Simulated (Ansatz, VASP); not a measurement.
**One calculation of MgTe5, two programs**

```
CELL_PARAMETERS angstrom
7.88219 0.00000 0.00000
-3.94109 6.82618 0.00000
0.00000 0.00000 5.32706
ATOMIC_POSITIONS crystal
Mg 0.66667 0.33333 0.50000
Te 0.88018 0.11982 0.50000
Te 0.88018 0.76037 0.50000
Te 0.23963 0.11982 0.50000
Te 0.66667 0.33333 0.00000
Te 0.33333 0.66667 0.00000
```

Alike in both runs: functional PBE; k mesh 3 × 3 × 4; occupations gaussian, width 0.1 eV; no spin polarisation.

Ansatz relaxed the structure, and its values are those at the end. VASP's run is a single point on that final structure, the one shown.

```csv
,VASP,Ansatz
version,VASP 6.6.1,Ansatz 0.2.0
potentials or method,"VASP PAW PBE potentials, release 64 (Mg, Te), cutoff 520 eV","scalar-relativistic, plane waves, PAW"
valence electrons in the cell,32,90
```

Ansatz gave:

| Property | Result |
| --- | --- |
| gap on the k mesh at the Fermi level (eV) | none |
| pressure (GPa) | 0.0 |
| rms of the force components (eV/Å) | 0.004 |

Problem. Estimate VASP's values.

Solution. gap on the k mesh at the Fermi level (eV): none; pressure (GPa): 0.0; rms of the force components (eV/Å): 0.002.

A gap of «none» marks a metal or a gap that the smearing closes. VASP's potentials hold 32 valence electrons a cell and Ansatz's 90, so a difference there can come from the potentials and not from the codes.

Neither program's run includes spin-orbit coupling.
